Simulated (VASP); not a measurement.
Input of a VASP 6.6.1 run:

POSCAR

```
HfO2
1.0
    5.2194633600      0.0000000000      0.0000000000
    0.0000000000      5.0047636900      0.0000000000
    0.0000000000      0.0000000000      5.0326850500
Hf O
4 8
Direct
    0.0330060000      0.2674791800      0.2414403500
    0.4669940000      0.2674791800      0.7414403500
    0.5330060000      0.7325208200      0.2414403500
    0.9669940000      0.7325208200      0.7414403500
    0.3678725500      0.0713546000      0.3792672600
    0.1321274500      0.0713546000      0.8792672600
    0.7339485200      0.4601169500      0.4922923900
    0.7660514800      0.4601169500      0.9922923900
    0.2660514800      0.5398830500      0.9922923900
    0.2339485200      0.5398830500      0.4922923900
    0.8678725500      0.9286454000      0.3792672600
    0.6321274500      0.9286454000      0.8792672600
```

The input INCAR.step1:

```
SYSTEM = HfO2
  PREC = Accurate
  ENCUT = 520
  ISMEAR = 0
  SIGMA = 0.1
  LREAL = .FALSE.
  LASPH = .TRUE.
  NELM = 60
  NBANDS = 56
  GGA = PE
  ALGO = Normal
  EDIFF = 1E-4
  LWAVE = .TRUE.
  LCHARG = .FALSE.
```

File INCAR.step2:

```
SYSTEM = HfO2
  PREC = Accurate
  ENCUT = 520
  EDIFF = 1E-6
  ISMEAR = 0
  SIGMA = 0.1
  LREAL = .FALSE.
  LASPH = .TRUE.
  NELM = 60
  ALGO = Normal
  ISIF = 2
  LWAVE = .FALSE.
  LCHARG = .FALSE.
  METAGGA = R2SCAN
  LMIXTAU = .TRUE.
  NBANDS = 56
  ISTART = 1
```

File KPOINTS:

```
regular mesh
0
G
  4 4 4
  0 0 0
```

Potentials or basis: VASP PAW PBE potentials, release 64 (Hf_pv, O).

Command:

```sh
$ cat potpaw_PBE.64/Hf_pv/POTCAR potpaw_PBE.64/O/POTCAR > POTCAR
$ cp INCAR.step1 INCAR
$ mpirun -np 1 vasp_std > vasp.out
$ cp INCAR.step2 INCAR
$ mpirun -np 1 vasp_std > vasp.out
```

**Question.** Estimate the band gap on the k mesh.

**Answer.** 4.98 eV (least direct gap 5.17 eV).

**Question.** What does it give for the pressure?

**Answer.** 0.3 GPa.

**Question.** Estimate the largest force.

**Answer.** 0.015 eV/Å.

Stress tensor (GPa, compression positive):
```
0.28 0.00 0.00
0.00 0.34 0.00
0.00 0.00 0.37
```

Caveat: the PAW data sets were made with another functional, which shifts forces and pressure a little; spin-orbit coupling is left out, which moves the levels of the heavy elements. A k mesh can miss the band edges.
